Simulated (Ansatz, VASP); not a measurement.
## PbS: VASP beside Ansatz

```
Pb S
1.0
     2.21055    1.27626    3.03677
    -2.21055    1.27626    3.03677
     0.00000   -2.55252    3.03677
Pb S
1 1
Cartesian
  0.0000 0.0000 8.9112
  0.0000 0.0000 4.3497
```

Alike in both runs: task single point; functional r2SCAN; k mesh 9 × 9 × 9; occupations gaussian, width 0.05 eV; no spin polarisation.

|  | VASP | Ansatz |
| --- | --- | --- |
| version | VASP 6.6.1 | Ansatz 0.2.0 |
| potentials or method | VASP PAW PBE potentials, release 64 (Pb_d, S), cutoff 520 eV | scalar-relativistic, plane waves, PAW |
| valence electrons in the cell | 20 | 20 |

```tsv
	VASP	Ansatz	Ansatz less VASP
gap on the k mesh at the Fermi level (eV)	none	none	-
pressure (GPa)	1.4	1.4	+0.01
traceless stress, the component that is largest in VASP (GPa)	3.25	3.25	+0.001
rms of the force components (eV/Å)	0.004	0.004	-0.0001
```

VASP's potentials were made for PBE, not for r2SCAN. Atom by atom the forces differ by 0.000 eV/Å (rms over components). A gap of «none» marks a metal or a gap that the smearing closes.

Spin-orbit coupling is off throughout.
